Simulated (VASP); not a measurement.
# InP (I-4m2) in VASP: settings compared

InP is run at these levels: r2SCAN, PBE; tasks: dielectric tensor, G0W0 quasiparticle levels.

Everything below comes from runs of VASP 6.6.1. Logs are shortened: lines on timing, memory, paths and dates and some standing lists are left out, and cuts for length are marked.

## (1) The cell of the first run

The structure is tetragonal, space group I-4m2 (No. 119). Conventional cell: a = 4.261 Å, b = 4.261 Å, c = 5.774 Å, α = 90.00°, β = 90.00°, γ = 90.00°. Within 3.4 Å of In (site symmetry -4m2) lie 4 P at 2.57 Å. P (site symmetry -4m2) has 4 In at 2.57 Å within 3.4 Å.

## (2) Dielectric tensor, r2SCAN (epitaxial xy strain +2.0%)

The input, INCAR:

```
PREC = Accurate
ENCUT = 520
EDIFF = 1E-8
ISMEAR = 0
SIGMA = 0.01
LREAL = F
LASPH = T
NELM = 80
ALGO = Normal
ISIF = 2
LWAVE = F
LCHARG = F
METAGGA = R2SCAN
LMIXTAU = T
LCALCEPS = T
```

The input, KPOINTS:

```
regular mesh
0
Gamma
  6 6 6
```

The input, POSCAR:

```
InP
1.0
    0.0000000000      3.0128633875      2.8871300864
    3.0128633875      0.0000000000      2.8871300864
    3.0128633875      3.0128633875      0.0000000000
In P
1 1
Direct
    0.0000000000      0.0000000000      0.0000000000
    0.2500000000      0.2500000000      0.2500000000
```

Potentials or basis: VASP PAW PBE potentials, release 64 (In_d, P).

On the command line:

```
> cat potpaw_PBE.64/In_d/POTCAR potpaw_PBE.64/P/POTCAR > POTCAR
> mpirun -np 1 vasp_std > vasp.out
```

OUTCAR:

```text
PREC = Accurate
   ENCUT = 520
   EDIFF = 1E-8
   ISMEAR = 0
   LREAL = F
   LASPH = T
   NELM = 80
   ISIF = 2
   METAGGA = R2SCAN

 ion  position               nearest neighbor table
   1  0.000  0.000  0.000-   2 2.57   2 2.57   2 2.57   2 2.57
   2  0.250  0.250  0.250-   1 2.57   1 2.57   1 2.57   1 2.57

  LATTYP: Found a body centered tetragonal cell.
 ALAT       =     4.2608322642
 C/A-ratio  =     1.3551953738

  Lattice vectors:

 A1 = (   0.0000000000,  -3.0128633875,  -2.8871300864)
 A2 = (   0.0000000000,   3.0128633875,  -2.8871300864)
 A3 = (   3.0128633875,   0.0000000000,   2.8871300864)

Analysis of symmetry for initial positions (statically):
=====================================================================
 Subroutine PRICEL returns:
 Original cell was already a primitive cell.

 Routine SETGRP: Setting up the symmetry group for a
 body centered tetragonal supercell.

 Subroutine GETGRP returns: Found  8 space group operations
 (whereof  8 operations were pure point group operations)
 out of a pool of 16 trial point group operations.

The static configuration has the point symmetry D_2d.

Analysis of symmetry for dynamics (positions and initial velocities):
=====================================================================
 Subroutine PRICEL returns:
 Original cell was already a primitive cell.

 Routine SETGRP: Setting up the symmetry group for a
 body centered tetragonal supercell.

 Subroutine GETGRP returns: Found  8 space group operations
 (whereof  8 operations were pure point group operations)
 out of a pool of 16 trial point group operations.

The dynamic configuration has the point symmetry D_2d.

 Subroutine INISYM returns: Found  8 space group operations
 (whereof  8 operations are pure point group operations),
 and found     1 'primitive' translations

----------------------------------------------------------------------------------------

                                     Primitive cell

  volume of cell :      52.4150

  direct lattice vectors                    reciprocal lattice vectors
     0.000000000  3.012863387  2.887130086    -0.165955085  0.165955085  0.173182359
     3.012863387  0.000000000  2.887130086     0.165955085 -0.165955085  0.173182359
     3.012863387  3.012863387  0.000000000     0.165955085  0.165955085 -0.173182359

  length of vectors
     4.172872623  4.172872623  4.260832264     0.291675008  0.291675008  0.291675008

  position of ions in fractional coordinates (direct lattice)
     0.000000000  0.000000000  0.000000000
     0.250000000  0.250000000  0.250000000

  ion indices of the primitive-cell ions
   primitive index   ion index
                 1           1
                 2           2

----------------------------------------------------------------------------------------

 KPOINTS: regular mesh

Automatic generation of k-mesh.
 Grid dimensions read from file:
 generate k-points for:    6    6    6

 Generating k-lattice:

  Cartesian coordinates                     Fractional coordinates (reciprocal lattice)
    -0.027659181  0.027659181  0.028863727     0.166666667  0.000000000  0.000000000
     0.027659181 -0.027659181  0.028863727     0.000000000  0.166666667  0.000000000
     0.027659181  0.027659181 -0.028863727     0.000000000  0.000000000  0.166666667

  Length of vectors
     0.048612501  0.048612501  0.048612501

  Shift w.r.t. Gamma in fractional coordinates (k-lattice)
     0.000000000  0.000000000  0.000000000

 Subroutine IBZKPT returns following result:
 ===========================================

 Found     30 irreducible k-points:

 Following reciprocal coordinates:
            Coordinates               Weight
[... 33 lines left out ...]
 SYSTEM =  unknown system
   PREC   = accura    normal or accurate (medium, high low for compatibility)
   ISTART =      0    job   : 0-new  1-cont  2-samecut
   ICHARG =      2    charge: 1-file 2-atom 10-const
   ISPIN  =      1    spin polarized calculation?
   LNONCOLLINEAR =      F non collinear calculations
   LSORBIT =      F    spin-orbit coupling
   LASPH  =      T    aspherical Exc in radial PAW
   ENCUT  =  520.0 eV  38.22 Ry    6.18 a.u.   7.76  7.76  7.92*2*pi/ulx,y,z
   NELM   =     80;   NELMIN=  2; NELMDL= -5     # of ELM steps
   EDIFF  = 0.1E-07   stopping-criterion for ELM
   LREAL  =      F    real-space projection
   EDIFFG = 0.1E-06   stopping-criterion for IOM
   NSW    =      0    number of steps for IOM
   IBRION =     -1    ionic relax: 0-MD 1-quasi-New 2-CG
   NFREE  =      0    steps in history (QN), initial steepest desc. (CG)
   ISIF   =      2    stress and relaxation
   ISYM   =      2    0-nonsym 1-usesym 2-fastsym
   POTIM  = 0.5000    time-step for ionic-motion
   TEBEG  =    0.0;   TEEND  =   0.0 temperature during run
   PSTRESS=    0.0 pullay stress
   NELECT =      18.0000    total number of electrons
   NUPDOWN=      -1.0000    fix difference up-down
   EMIN   =  10.00;   EMAX   =-10.00  energy-range for DOS
   EFERMI =   0.00;   METHOD = LEGACY
   ISMEAR =     0;   SIGMA  =   0.01  broadening in eV -4-tet -1-fermi 0-gaus
   EFERMI_NEDOS =   21; number of points for ismear=-14 and -15
   IALGO  =     38    algorithm
   IMIX   =      4    mixing-type and parameters
     AMIX     =   0.40;   BMIX     =  1.00
     AMIX_MAG =   1.60;   BMIX_MAG =  1.00
  volume/ion in A,a.u.               =      26.21       176.86
  Fermi-wavevector in a.u.,A,eV,Ry     =   1.146429  2.166437 17.882137  1.314300
  Thomas-Fermi vector in A             =   2.283114
   LORBIT       =      0    0 simple, 1 ext, 2 COOP (PROOUT), +10 PAW based schemes
   METAGGA = R2SCAN    functional components
   LHFCALC =     F    Hartree Fock is set to
   AEXX    =    0.0000 exact exchange contribution
   IVDW    =     0    specifies the selected vdW correction
   LEPSILON=     F    determine dielectric tensor
   LRPA    =     F    only Hartree local field effects (RPA)
   LRPA       =     F
 non-spin polarized calculation
 Gauss-broadening in eV      SIGMA  =   0.01
  energy-cutoff  :      520.00
  volume of cell :       52.41
 maximum number of plane-waves:      1428
   NGX = 15   NGY = 15   NGZ = 15

 number of electron      18.0000004 magnetization

 Free energy of the ion-electron system (eV)
  ---------------------------------------------------
  ext. energy  EPLUGINS =         0.00000000
  ---------------------------------------------------
  free energy    TOTEN  =       -32.27664203 eV

  energy without entropy =      -32.27664203  energy(sigma->0) =      -32.27664203

 E-fermi :   4.7986     XC(G=0):  -9.6923

 val. band max:        4.7083254380   @ k =   0.0000   0.0000   0.0000
 cond. band min:   10000.0000000000   @ k =   0.0000   0.0000   0.0000
 fundamental gap:   9995.2916745620
 Fermi energy:         4.7985666891

 k-point     1 :       0.0000    0.0000    0.0000
  band No.  band energies     occupation
      1     -10.0166      2.00000
      2     -10.0151      2.00000
      3      -9.9984      2.00000
      4      -9.8579      2.00000
      5      -9.8492      2.00000
      6      -7.1363      2.00000
      7       4.5159      2.00000
      8       4.5163      2.00000
      9       4.7083      2.00000
     10   10000.0000      0.00000
     11   10000.0000      0.00000
     12   10000.0000      0.00000
     13   10000.0000      0.00000
[... 354 lines left out ...]
  band No.  band energies     occupation
      1     -10.1663      2.00000
      2      -9.9331      2.00000
      3      -9.9236      2.00000
      4      -9.8805      2.00000
      5      -9.8315      2.00000
      6      -5.0784      2.00000
      7      -0.8425      2.00000
      8       1.8965      2.00000
      9       2.6633      2.00000
     10   10000.0000      0.00000
     11   10000.0000      0.00000
     12   10000.0000      0.00000
     13   10000.0000      0.00000

 [... further k-points ...]

------------------------ aborting loop because EDIFF is reached ----------------------------------------

            Ionic dipole moment: p[ion]=(     7.53216     7.53216     7.21783 ) |e| Angst

 Total electronic dipole moment: p[elc]=(     0.01305     0.01305     0.03666 ) |e| Angst

 MACROSCOPIC STATIC DIELECTRIC TENSOR (including local field effects)
 ------------------------------------------------------
           9.552276     0.000000     0.000000
           0.000000     9.552276     0.000000
           0.000000     0.000000     9.353635
 ------------------------------------------------------

 PIEZOELECTRIC TENSOR (including local field effects) (e Angst)
          XX          YY          ZZ          XY          YZ          ZX
  --------------------------------------------------------------------------------
  x     0.00000     0.00000     0.00000     0.00000    -2.57832     0.00000
  y     0.00000    -0.00000     0.00000     0.00000     0.00000    -2.57830
  z     0.00000     0.00000     0.00000    -2.80804     0.00000     0.00000

 PIEZOELECTRIC TENSOR (including local field effects) (C/m^2)
          XX          YY          ZZ          XY          YZ          ZX
  --------------------------------------------------------------------------------
  x     0.00000     0.00000     0.00000     0.00000    -0.78812     0.00000
  y     0.00000    -0.00000     0.00000     0.00000     0.00000    -0.78811
  z     0.00000     0.00000     0.00000    -0.85834     0.00000     0.00000

 BORN EFFECTIVE CHARGES (including local field effects) (in |e|, cummulative output)
 ---------------------------------------------------------------------------------
 ion    1
    1     2.66054     0.00000     0.00000
    2     0.00000     2.66054     0.00000
    3     0.00000     0.00000     2.49027
 ion    2
    1    -2.66054     0.00000     0.00000
    2     0.00000    -2.66054     0.00000
    3     0.00000     0.00000    -2.49027

  FORCE on cell =-STRESS in cart. coord.  units (eV):
  Direction    XX          YY          ZZ          XY          YZ          ZX
  --------------------------------------------------------------------------------------
  -------------------------------------------------------------------------------------
  Total       -0.6132713     -0.6132713     -0.0289636      0.0000000     -0.0000000      0.0000000
  in kB      -18.7459734    -18.7459734     -0.8853359      0.0000000     -0.0000000      0.0000000
  external PRESSURE =     -12.7924276 kB  Pullay stress =       0.0000000 kB

 VOLUME and BASIS-vectors are now :
 -----------------------------------------------------------------------------
  energy-cutoff  :      520.00
  volume of cell :       52.41
      direct lattice vectors                 reciprocal lattice vectors
     0.000000000  3.012863387  2.887130086    -0.165955085  0.165955085  0.173182359
     3.012863387  0.000000000  2.887130086     0.165955085 -0.165955085  0.173182359
     3.012863387  3.012863387  0.000000000     0.165955085  0.165955085 -0.173182359

 POSITION                                       TOTAL-FORCE (eV/Angst)
 -----------------------------------------------------------------------------------
      0.00000      0.00000      0.00000        -0.000000     -0.000000      0.000000
      1.50643      1.50643      1.44357         0.000000      0.000000     -0.000000
 -----------------------------------------------------------------------------------
    total drift:                                0.000003      0.000003     -0.000013

  FREE ENERGIE OF THE ION-ELECTRON SYSTEM (eV)
  ---------------------------------------------------
  free  energy   TOTEN  =       -32.2766420280 eV

  energy  without entropy=      -32.2766420280  energy(sigma->0) =      -32.27664203
```

It took 26 min on 1 thread of Intel Xeon 6975P-C (Granite Rapids), shared host; peak memory 0.45 GiB.

What came out:

```
Band gap on the k mesh                  : 0.79 eV
Electronic dielectric tensor (diagonal) : 9.55, 9.55, 9.35
Born charges (mean of the diagonal)     : In +2.60; P -2.60 e
```

Electronic dielectric tensor:
```
9.55 0.00 0.00
0.00 9.55 0.00
0.00 0.00 9.35
```

Born effective charge tensors (e):
atom 1, In
```
2.66 0.00 0.00
0.00 2.66 0.00
0.00 0.00 2.49
```
atom 2, P
```
-2.66  0.00  0.00
 0.00 -2.66  0.00
 0.00  0.00 -2.49
```

Dipole moments of the cell (e·Å, modulo the quantum): ionic 7.532, 7.532, 7.218; electronic 0.013, 0.013, 0.037

Caveat: the cell differs from its parent crystal (epitaxial xy strain +2.0%); semilocal functionals underestimate gaps, and a narrow one can read as zero; the PAW data sets were made with another functional, which shifts forces and pressure a little; spin-orbit coupling is left out, which moves the levels of the heavy elements.

## (3) G0W0 quasiparticle levels, PBE

POSCAR is that of step 2.

The input, INCAR.step1:

```
ALGO = Normal
EDIFF = 1E-8
ENCUT = 500
GGA = PE
ISMEAR = 0
LASPH = T
LCHARG = F
LREAL = F
LWAVE = T
NELM = 60
PREC = Accurate
SIGMA = 0.01
```

The input, INCAR.step2:

```
ALGO = Exact
EDIFF = 1E-8
ENCUT = 500
GGA = PE
ISMEAR = 0
ISTART = 1
LASPH = T
LCHARG = F
LOPTICS = T
LREAL = F
LWAVE = T
NBANDS = 227
NELM = 1
PREC = Accurate
SIGMA = 0.01
```

The input, INCAR.step3:

```
ALGO = EVGW0
EDIFF = 1E-8
ENCUT = 500
ENCUTGW = 150.0
GGA = PE
ISMEAR = 0
ISTART = 1
LASPH = T
LCHARG = F
LREAL = F
LWAVE = F
NBANDS = 227
NBANDSGW = 17
NELMGW = 1
NOMEGA = 96
OMEGAMAX = 20
PREC = Accurate
PRECFOCK = Fast
SIGMA = 0.01
```

The input, KPOINTS:

```
k-points
0
Gamma
  4 4 4
```

Potentials or basis: VASP PAW PBE potentials, release 64 (In_d_GW, P_GW).

On the command line:

```
> cat potpaw_PBE.64/In_d_GW/POTCAR potpaw_PBE.64/P_GW/POTCAR > POTCAR
> cp INCAR.step1 INCAR
> mpirun -np 1 vasp_std > vasp.out
> cp INCAR.step2 INCAR
> mpirun -np 1 vasp_std > vasp.out
> cp INCAR.step3 INCAR
> mpirun -np 1 vasp_std > vasp.out
```

OUTCAR:

```text
EDIFF = 1E-8
   ENCUT = 500
   ENCUTGW = 150.0
   GGA = PE
   ISMEAR = 0
   ISTART = 1
   LASPH = T
   LREAL = F
   NELMGW = 1
   PREC = Accurate
   PRECFOCK = Fast

 ion  position               nearest neighbor table
   1  0.000  0.000  0.000-   2 2.57   2 2.57   2 2.57   2 2.57
   2  0.250  0.250  0.250-   1 2.57   1 2.57   1 2.57   1 2.57

  LATTYP: Found a body centered tetragonal cell.
 ALAT       =     4.2608322642
 C/A-ratio  =     1.3551953738

[... 160 lines left out ...]
   ENCUTGW             = 150.0    cutoff for response function in eV
   ENCUTGWSOFT         = 120.0    soft cutoff for Coulomb kernel in GW response function in eV
   ENCUTLF             =  -1.0    cutoff for local field effects
   NELMGW              =     1    number of iterations in solving QP/BSE equation
   NELMHF              =     1    number of iterations in the inner HF iteration
   NKREDLFX            =     1    NKREDLFY  =   1   NKREDLFZ  =   1
 non-spin polarized calculation
 Gauss-broadening in eV      SIGMA  =   0.01
  energy-cutoff  :      500.00
  volume of cell :       52.41
 maximum number of plane-waves:      1341
  NGX = 18; NGY = 18; NGZ = 18
   NGX = 15   NGY = 15   NGZ = 15
 maximum number of plane-waves:       222
 NGX is ok and might be reduce to    18

 QP shifts <psi_nk| G(iteration)W_0 |psi_nk>: iteration 1
 for sc-GW calculations column KS-energies equals QP-energies in previous step
 and V_xc(KS)=  KS-energies - (<T + V_ion + V_H > + <T+V_H+V_ion>^1  + <V_x>^1)

 k-point   1 :       0.0000    0.0000    0.0000
  band No.  KS-energies  QP-energies   sigma(KS)   V_xc(KS)     V^pw_x(r,r')   Z            occupation Imag(sigma)

      1     -10.6067     -12.6378     -19.5592     -16.6011     -25.3329       0.6866       2.0000       0.1746
      2     -10.6067     -12.6378     -19.5592     -16.6011     -25.3329       0.6866       2.0000       0.1746
      3     -10.5897     -12.6240     -19.5711     -16.6139     -25.3534       0.6879       2.0000       0.1763
      4     -10.4751     -12.5386     -19.6864     -16.6882     -25.3608       0.6882       2.0000       0.1053
      5     -10.4687     -12.5296     -19.6741     -16.6787     -25.3509       0.6880       2.0000       0.0944
      6      -7.6729      -8.0268     -11.8486     -11.2457     -18.1402       0.5870       2.0000       0.8291
[... 248 lines left out ...]
      3     -10.5190     -12.5672     -19.6571     -16.6869     -25.4133       0.6896       2.0000       0.1592
      4     -10.4803     -12.5354     -19.6497     -16.6620     -25.3389       0.6878       2.0000       0.1004
      5     -10.4661     -12.5268     -19.6872     -16.6947     -25.3707       0.6886       2.0000       0.1070
      6      -5.4338      -5.8665     -13.1017     -12.4495     -18.5911       0.6634       2.0000       0.6588
[... 9 lines left out ...]
     16      14.9932      15.1021     -10.2020     -10.3549      -3.9824       0.7124       0.0000      -0.4650
     17      15.2639      15.1297      -9.3233      -9.1396      -3.3334       0.7303       0.0000      -0.4948
```

OUTCAR.step1:

```text
EDIFF = 1E-8
   ENCUT = 500
   GGA = PE
   ISMEAR = 0
   LASPH = T
[... 415 lines left out ...]
 -----------------------------------------------------------------------------------
      0.00000      0.00000      0.00000        -0.000000     -0.000000     -0.000000
      1.50643      1.50643      1.44357         0.000000      0.000000      0.000000
 -----------------------------------------------------------------------------------
    total drift:                               -0.000001     -0.000001     -0.000007

  FREE ENERGIE OF THE ION-ELECTRON SYSTEM (eV)
  ---------------------------------------------------
  free  energy   TOTEN  =        -8.2983923427 eV

  energy  without entropy=       -8.2983923427  energy(sigma->0) =       -8.29839234
```

Run time: 9.1 min. Hardware: 1 thread of Intel Xeon 6975P-C (Granite Rapids), shared host; peak memory 0.68 GiB.

Results:

```
Quasiparticle gap                                   : 0.83 eV
Least direct quasiparticle gap                      : 0.83 eV
Band gap of the starting levels on the mesh         : 0.34 eV
Least direct gap of the starting levels on the mesh : 0.34 eV
```

Caveat: the k points lie up to 0.46 Å⁻¹ apart; bands, screening cutoff and mesh are small and nothing is extrapolated, so the quasiparticle values aren't converged; spin-orbit coupling is left out, which moves the levels of the heavy elements.

The gap in the log of VASP goes by the Fermi energy; the results here count the filled bands.